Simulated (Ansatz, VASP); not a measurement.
**Na: VASP beside Ansatz**

```
CELL_PARAMETERS angstrom
-2.12617 2.12617 2.12617
2.12617 -2.12617 2.12617
2.12617 2.12617 -2.12617
ATOMIC_POSITIONS crystal
Na 0.00000 0.00000 0.00000
```

Alike in both runs: task single point; functional PBE; k mesh 17 × 17 × 17; occupations fermi-dirac, width 0.1 eV; no spin polarisation.

|  | VASP | Ansatz |
| --- | --- | --- |
| version | VASP 6.6.1 | Ansatz 0.2.0 |
| potentials or method | VASP PAW PBE potentials, release 64 (Na_pv), cutoff 520 eV | plane waves (420 eV) with PAW, scalar-relativistic |
| valence electrons in the cell | 7 | 9 |

```csv
,VASP,Ansatz,Ansatz less VASP
pressure (GPa),-0.3,-0.3,+0.02
```

The functional is the same, so the differences come from potentials, cutoffs and numerics. VASP's potentials hold 7 valence electrons a cell and Ansatz's 9, so a difference there can come from the potentials and not from the codes.
